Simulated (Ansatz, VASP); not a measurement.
C in VASP and in Ansatz

Contents of INCAR:

```
ALGO     = Normal         # electronic algorithm
EDIFF    = 1E-6           # SCF threshold, eV
ENCUT    = 520            # plane-wave cutoff, eV
GGA      = PE             # functional
ISIF     = 2              # what is computed and relaxed
ISMEAR   = 0              # smearing method
LASPH    = True           # aspherical terms in the spheres
LCHARG   = True           # write CHGCAR
LELF     = True           # ELF
LREAL    = False          # projectors in reciprocal space
LVHAR    = True         
LWAVE    = False          # write WAVECAR
NBANDS   = 11             # bands
NELM     = 80             # most SCF steps
PREC     = Accurate       # precision mode
SIGMA    = 0.05           # smearing width, eV
```

The input KPOINTS:

```
k-points
0
Gamma
  12 12 12
```

POSCAR

```
C
1.0
    0.0000000000      1.7842242809      1.9180411020
    1.7842242809      0.0000000000      1.9180411020
    1.7842242809      1.7842242809      0.0000000000
C
2
Direct
    0.5000000000      0.5000000000      0.5000000000
    0.7500000000      0.7500000000      0.7500000000
```

Input for Ansatz:

```yaml
crystal:
  lattice:
    - [0.0, 1.7842242809, 1.918041102]
    - [1.7842242809, 0.0, 1.918041102]
    - [1.7842242809, 1.7842242809, 0.0]
  atoms:
    - { symbol: C, position: [0.5, 0.5, 0.5] }
    - { symbol: C, position: [0.75, 0.75, 0.75] }
basis:
  ecutwfc: 520.0
kpoints:
  mp_grid: { grid: [12, 12, 12] }
hamiltonian:
  xc: pbe
  pseudopotentials: { kind: paw, azcp: { folder: soft_1 } }
scf:
  occupations: { method: gaussian, width: 0.05 }
output:
  forces: true
  stress: true
  eigenvalues: true
```

Alike in both runs: task single point; functional PBE; k mesh 12 × 12 × 12; occupations gaussian, width 0.05 eV; no spin polarisation.

|  | VASP | Ansatz |
| --- | --- | --- |
| version | VASP 6.6.1 | Ansatz 0.2.0 |
| potentials or method | VASP PAW PBE potentials, release 64 (C), cutoff 520 eV | scalar-relativistic, plane waves, PAW |
| valence electrons in the cell | 8 | 8 |

|  | VASP | Ansatz | Ansatz less VASP |
| --- | --- | --- | --- |
| gap on the k mesh at the Fermi level (eV) | 3.12 | 3.13 | +0.007 |
| least direct gap on the mesh (eV) | 4.77 | 4.78 | +0.003 |
| pressure (GPa) | -25.8 | -26.2 | -0.37 |
| traceless stress, the component that is largest in VASP (GPa) | -44.26 | -44.24 | +0.015 |
